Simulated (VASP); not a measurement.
# SnO (rock salt type) (Fm-3m) in VASP: further runs

The runs below take SnO (rock salt type) through single point, with PBE.

Everything below comes from runs of VASP 6.6.1. Logs are shortened: lines on timing, memory, paths and dates and some standing lists are left out, and cuts for length are marked.

### 1 The cell of the first run

The structure is cubic, space group Fm-3m (No. 225). Conventional cell: a = 5.014 Å, b = 5.014 Å, c = 5.014 Å, α = 90.00°, β = 90.00°, γ = 90.00°. Within 3.3 Å of Sn (site symmetry m-3m) lie 6 O at 2.51 Å. O (site symmetry m-3m) has 6 Sn at 2.51 Å within 3.3 Å.

### 2 Single point, PBE

INCAR reads:

```
ALGO     = Normal         # electronic algorithm
EDIFF    = 1E-6           # SCF threshold, eV
ENCUT    = 520            # plane-wave cutoff, eV
GGA      = PE             # functional
ISIF     = 2              # what is computed and relaxed
ISMEAR   = -1             # smearing method
LASPH    = T              # aspherical terms in the spheres
LCHARG   = F              # write CHGCAR
LREAL    = F              # projectors in reciprocal space
LWAVE    = F              # write WAVECAR
NBANDS   = 17             # bands
NELM     = 60             # most SCF steps
PREC     = Accurate       # precision mode
SIGMA    = 0.06122561905347299 # smearing width, eV
```

KPOINTS reads:

```
k-points
0
Gamma
  37 37 37
```

POSCAR reads:

```
SnO
1.0
    0.0000000000      2.5069309939      2.5069309939
    2.5069309939      0.0000000000      2.5069309939
    2.5069309939      2.5069309939      0.0000000000
Sn O
1 1
Direct
    0.0000000000      0.0000000000      0.0000000000
    0.5000000000      0.5000000000      0.5000000000
```

Potentials or basis: VASP PAW PBE potentials, release 64 (Sn_d, O).

Started as:

```sh
> cat potpaw_PBE.64/Sn_d/POTCAR potpaw_PBE.64/O/POTCAR > POTCAR
> mpirun -np 1 vasp_std > vasp.out
```

OUTCAR:

```text
EDIFF = 1E-6
   ENCUT = 520
   GGA = PE
   ISIF = 2
   ISMEAR = -1
   LASPH = T
   LREAL = F
   NELM = 60
   PREC = Accurate

 ion  position               nearest neighbor table
   1  0.000  0.000  0.000-   2 2.51   2 2.51   2 2.51   2 2.51   2 2.51   2 2.51
   2  0.500  0.500  0.500-   1 2.51   1 2.51   1 2.51   1 2.51   1 2.51   1 2.51

  LATTYP: Found a face centered cubic cell.
 ALAT       =     5.0138619878

  Lattice vectors:

 A1 = (   0.0000000000,   2.5069309939,   2.5069309939)
 A2 = (   2.5069309939,   0.0000000000,   2.5069309939)
 A3 = (   2.5069309939,   2.5069309939,   0.0000000000)

Analysis of symmetry for initial positions (statically):
=====================================================================
 Subroutine PRICEL returns:
 Original cell was already a primitive cell.

 Routine SETGRP: Setting up the symmetry group for a
 face centered cubic supercell.

 Subroutine GETGRP returns: Found 48 space group operations
 (whereof 48 operations were pure point group operations)
 out of a pool of 48 trial point group operations.

The static configuration has the point symmetry O_h .

Analysis of symmetry for dynamics (positions and initial velocities):
=====================================================================
 Subroutine PRICEL returns:
 Original cell was already a primitive cell.

 Routine SETGRP: Setting up the symmetry group for a
 face centered cubic supercell.

 Subroutine GETGRP returns: Found 48 space group operations
 (whereof 48 operations were pure point group operations)
 out of a pool of 48 trial point group operations.

The dynamic configuration has the point symmetry O_h .

 Subroutine INISYM returns: Found 48 space group operations
 (whereof 48 operations are pure point group operations),
 and found     1 'primitive' translations

----------------------------------------------------------------------------------------

                                     Primitive cell

  volume of cell :      31.5106

  direct lattice vectors                    reciprocal lattice vectors
     0.000000000  2.506930994  2.506930994    -0.199447053  0.199447053  0.199447053
     2.506930994  0.000000000  2.506930994     0.199447053 -0.199447053  0.199447053
     2.506930994  2.506930994  0.000000000     0.199447053  0.199447053 -0.199447053

  length of vectors
     3.545335812  3.545335812  3.545335812     0.345452430  0.345452430  0.345452430

  position of ions in fractional coordinates (direct lattice)
     0.000000000  0.000000000  0.000000000
     0.500000000  0.500000000  0.500000000

  ion indices of the primitive-cell ions
   primitive index   ion index
                 1           1
                 2           2

----------------------------------------------------------------------------------------

 KPOINTS: k-points

Automatic generation of k-mesh.
 Grid dimensions read from file:
 generate k-points for:   37   37   37

 Generating k-lattice:

  Cartesian coordinates                     Fractional coordinates (reciprocal lattice)
    -0.005390461  0.005390461  0.005390461     0.027027027  0.000000000  0.000000000
     0.005390461 -0.005390461  0.005390461     0.000000000  0.027027027  0.000000000
     0.005390461  0.005390461 -0.005390461     0.000000000  0.000000000  0.027027027

  Length of vectors
     0.009336552  0.009336552  0.009336552

  Shift w.r.t. Gamma in fractional coordinates (k-lattice)
     0.000000000  0.000000000  0.000000000

 Subroutine IBZKPT returns following result:
 ===========================================

 Found   1330 irreducible k-points:

 Following reciprocal coordinates:
            Coordinates               Weight
  0.000000  0.000000  0.000000      1.000000
  0.027027  0.000000  0.000000      8.000000
  0.054054  0.000000  0.000000      8.000000
  0.081081  0.000000  0.000000      8.000000
  0.108108  0.000000  0.000000      8.000000
  0.135135  0.000000  0.000000      8.000000
[... 16 lines left out ...]
  0.108108  0.027027  0.000000     24.000000
  0.135135  0.027027  0.000000     24.000000
 [... further k-points ...]
   k-points           NKPTS =   1330   k-points in BZ     NKDIM =   1330   number of bands    NBANDS=     17
   number of dos      NEDOS =    301   number of ions     NIONS =      2
   total plane-waves  NPLWV =  21952
   dimension x,y,z NGX =    28 NGY =   28 NGZ =   28
   dimension x,y,z NGXF=    56 NGYF=   56 NGZF=   56
   ions per type =               1   1
   NGX,Y,Z   is equivalent  to a cutoff of  13.13, 13.13, 13.13 a.u.
   NGXF,Y,Z  is equivalent  to a cutoff of  26.26, 26.26, 26.26 a.u.
 SYSTEM =  unknown system
   PREC   = accura    normal or accurate (medium, high low for compatibility)
   ISTART =      0    job   : 0-new  1-cont  2-samecut
   ICHARG =      2    charge: 1-file 2-atom 10-const
   ISPIN  =      1    spin polarized calculation?
   LNONCOLLINEAR =      F non collinear calculations
   LSORBIT =      F    spin-orbit coupling
   LASPH  =      T    aspherical Exc in radial PAW
   ENCUT  =  520.0 eV  38.22 Ry    6.18 a.u.   6.59  6.59  6.59*2*pi/ulx,y,z
   NELM   =     60;   NELMIN=  2; NELMDL= -5     # of ELM steps
   EDIFF  = 0.1E-05   stopping-criterion for ELM
   LREAL  =      F    real-space projection
   EDIFFG = 0.1E-04   stopping-criterion for IOM
   NSW    =      0    number of steps for IOM
   IBRION =     -1    ionic relax: 0-MD 1-quasi-New 2-CG
   NFREE  =      0    steps in history (QN), initial steepest desc. (CG)
   ISIF   =      2    stress and relaxation
   ISYM   =      2    0-nonsym 1-usesym 2-fastsym
   POTIM  = 0.5000    time-step for ionic-motion
   TEBEG  =    0.0;   TEEND  =   0.0 temperature during run
   PSTRESS=    0.0 pullay stress
   NELECT =      20.0000    total number of electrons
   NUPDOWN=      -1.0000    fix difference up-down
   EMIN   =  10.00;   EMAX   =-10.00  energy-range for DOS
   EFERMI =   0.00;   METHOD = LEGACY
   ISMEAR =    -1;   SIGMA  =   0.06  broadening in eV -4-tet -1-fermi 0-gaus
   EFERMI_NEDOS =   21; number of points for ismear=-14 and -15
   IALGO  =     38    algorithm
   IMIX   =      4    mixing-type and parameters
     AMIX     =   0.40;   BMIX     =  1.00
     AMIX_MAG =   1.60;   BMIX_MAG =  1.00
  volume/ion in A,a.u.               =      15.76       106.32
  Fermi-wavevector in a.u.,A,eV,Ry     =   1.406908  2.658671 26.931248  1.979391
  Thomas-Fermi vector in A             =   2.529221
   LORBIT       =      0    0 simple, 1 ext, 2 COOP (PROOUT), +10 PAW based schemes
   GGA     = PE    functional components
   LHFCALC =     F    Hartree Fock is set to
   AEXX    =    0.0000 exact exchange contribution
   IVDW    =     0    specifies the selected vdW correction
   LEPSILON=     F    determine dielectric tensor
   LRPA    =     F    only Hartree local field effects (RPA)
 non-spin polarized calculation
  energy-cutoff  :      520.00
  volume of cell :       31.51
 maximum number of plane-waves:       881
   NGX = 13   NGY = 13   NGZ = 13

 number of electron      20.0000005 magnetization

 Free energy of the ion-electron system (eV)
  ---------------------------------------------------
  ext. energy  EPLUGINS =         0.00000000
  ---------------------------------------------------
  free energy    TOTEN  =       -10.43434728 eV

  energy without entropy =      -10.43322864  energy(sigma->0) =      -10.43378796

 E-fermi :   8.5421     XC(G=0): -11.0292

 val. band max:        8.5147388210   @ k =  -0.4054   0.1622   0.0270
 cond. band min:       8.5741329029   @ k =  -0.4054   0.1622   0.0270
 fundamental gap:      0.0593940819
 Fermi energy:         8.5421287466

 k-point     1 :       0.0000    0.0000    0.0000
  band No.  band energies     occupation
      1     -13.2055      2.00000
      2     -13.2055      2.00000
      3     -13.2055      2.00000
      4     -13.1332      2.00000
      5     -13.1332      2.00000
      6     -10.6564      2.00000
[... 9 lines left out ...]
     16      18.5049      0.00000
     17      18.6487      0.00000

 k-point     2 :       0.0270    0.0000    0.0000
  band No.  band energies     occupation
      1     -13.2055      2.00000
      2     -13.2051      2.00000
      3     -13.2051      2.00000
      4     -13.1334      2.00000
      5     -13.1334      2.00000
      6     -10.6519      2.00000
[... 9 lines left out ...]
     16      18.5462      0.00000
     17      19.1317      0.00000

 k-point     3 :       0.0541    0.0000    0.0000
  band No.  band energies     occupation
      1     -13.2054      2.00000
      2     -13.2039      2.00000
      3     -13.2039      2.00000
      4     -13.1338      2.00000
      5     -13.1338      2.00000
      6     -10.6385      2.00000
[... 9 lines left out ...]
     16      18.6594      0.00000
     17      19.7689      0.00000

 k-point     4 :       0.0811    0.0000    0.0000
  band No.  band energies     occupation
      1     -13.2052      2.00000
      2     -13.2021      2.00000
      3     -13.2021      2.00000
      4     -13.1345      2.00000
      5     -13.1345      2.00000
      6     -10.6166      2.00000
[... 9 lines left out ...]
     16      18.8232      0.00000
     17      20.4485      0.00000

 k-point     5 :       0.1081    0.0000    0.0000
  band No.  band energies     occupation
      1     -13.2050      2.00000
      2     -13.1997      2.00000
      3     -13.1997      2.00000
      4     -13.1352      2.00000
      5     -13.1352      2.00000
      6     -10.5863      2.00000
[... 9 lines left out ...]
     16      19.0194      0.00000
     17      21.1376      0.00000

 k-point     6 :       0.1351    0.0000    0.0000
  band No.  band energies     occupation
      1     -13.2047      2.00000
      2     -13.1971      2.00000
      3     -13.1971      2.00000
      4     -13.1357      2.00000
      5     -13.1357      2.00000
      6     -10.5486      2.00000
[... 9 lines left out ...]
     16      19.2376      0.00000
     17      21.8131      0.00000

 k-point     7 :       0.1622    0.0000    0.0000
  band No.  band energies     occupation
      1     -13.2045      2.00000
      2     -13.1946      2.00000
      3     -13.1946      2.00000
      4     -13.1359      2.00000
      5     -13.1359      2.00000
      6     -10.5043      2.00000
[... 9 lines left out ...]
     16      19.4729      0.00000
     17      22.4533      0.00000

 k-point     8 :       0.1892    0.0000    0.0000
  band No.  band energies     occupation
      1     -13.2043      2.00000
      2     -13.1926      2.00000
      3     -13.1926      2.00000
      4     -13.1353      2.00000
      5     -13.1353      2.00000
      6     -10.4542      2.00000
[... 9 lines left out ...]
     16      19.7235      0.00000
     17      23.0323      0.00000
[... 203 lines left out ...]
      1     -13.2040      2.00000
      2     -13.2028      2.00000
      3     -13.2028      2.00000
      4     -13.1007      2.00000
      5     -13.1007      2.00000
      6      -9.9613      2.00000
[... 9 lines left out ...]
     16      22.6422      0.00000
     17      22.9610      0.00000

 k-point    20 :       0.0270    0.0270    0.0000
  band No.  band energies     occupation
      1     -13.2059      2.00000
      2     -13.2048      2.00000
      3     -13.2048      2.00000
      4     -13.1340      2.00000
      5     -13.1329      2.00000
      6     -10.6504      2.00000
[... 9 lines left out ...]
     16      18.6416      0.00000
     17      19.1664      0.00000

 k-point    21 :       0.0541    0.0270    0.0000
  band No.  band energies     occupation
      1     -13.2061      2.00000
      2     -13.2038      2.00000
      3     -13.2036      2.00000
      4     -13.1349      2.00000
      5     -13.1327      2.00000
      6     -10.6399      2.00000
[... 9 lines left out ...]
     16      18.8001      0.00000
     17      19.6463      0.00000

 k-point    22 :       0.0811    0.0270    0.0000
  band No.  band energies     occupation
      1     -13.2061      2.00000
      2     -13.2022      2.00000
      3     -13.2018      2.00000
      4     -13.1361      2.00000
      5     -13.1328      2.00000
      6     -10.6207      2.00000
[... 9 lines left out ...]
     16      18.9982      0.00000
     17      20.2860      0.00000

 k-point    23 :       0.1081    0.0270    0.0000
  band No.  band energies     occupation
      1     -13.2059      2.00000
      2     -13.2001      2.00000
      3     -13.1995      2.00000
      4     -13.1375      2.00000
      5     -13.1329      2.00000
      6     -10.5931      2.00000
[... 9 lines left out ...]
     16      19.2183      0.00000
     17      20.9657      0.00000

 k-point    24 :       0.1351    0.0270    0.0000
  band No.  band energies     occupation
      1     -13.2056      2.00000
      2     -13.1977      2.00000
      3     -13.1968      2.00000
      4     -13.1387      2.00000
      5     -13.1331      2.00000
      6     -10.5577      2.00000
[... 9 lines left out ...]
     16      19.4512      0.00000
     17      21.6450      0.00000

 [... further k-points ...]

------------------------ aborting loop because EDIFF is reached ----------------------------------------

  FORCE on cell =-STRESS in cart. coord.  units (eV):
  Direction    XX          YY          ZZ          XY          YZ          ZX
  --------------------------------------------------------------------------------------
  -------------------------------------------------------------------------------------
  Total        1.2848588      1.2848588      1.2848588      0.0000000      0.0000000     -0.0000000
  in kB       65.3294273     65.3294273     65.3294273      0.0000000      0.0000000     -0.0000000
  external PRESSURE =      65.3294273 kB  Pullay stress =       0.0000000 kB

 VOLUME and BASIS-vectors are now :
 -----------------------------------------------------------------------------
  energy-cutoff  :      520.00
  volume of cell :       31.51
      direct lattice vectors                 reciprocal lattice vectors
     0.000000000  2.506930994  2.506930994    -0.199447053  0.199447053  0.199447053
     2.506930994  0.000000000  2.506930994     0.199447053 -0.199447053  0.199447053
     2.506930994  2.506930994  0.000000000     0.199447053  0.199447053 -0.199447053

 POSITION                                       TOTAL-FORCE (eV/Angst)
 -----------------------------------------------------------------------------------
      0.00000      0.00000      0.00000         0.000000     -0.000000      0.000000
      2.50693      2.50693      2.50693        -0.000000      0.000000     -0.000000
 -----------------------------------------------------------------------------------
    total drift:                                0.000000      0.000000      0.000000

  FREE ENERGIE OF THE ION-ELECTRON SYSTEM (eV)
  ---------------------------------------------------
  free  energy   TOTEN  =       -10.4343472821 eV

  energy  without entropy=      -10.4332286427  energy(sigma->0) =      -10.43378796
```

It took 5.8 min on 1 thread of Intel Xeon 6975P-C (Granite Rapids), shared host; peak memory 0.73 GiB.

Results:

- Free energy: -10.4343 eV
- Pressure: 6.5 GPa
- Band gap on the k mesh: 0.06 eV

Caveat: the cell stands under pressure; semilocal functionals underestimate gaps, and a narrow one can read as zero; spin-orbit coupling is left out, which moves the levels of the heavy elements; an odd mesh through Γ misses points on the zone boundary, where band edges can lie.

[end of part 1 of 2]
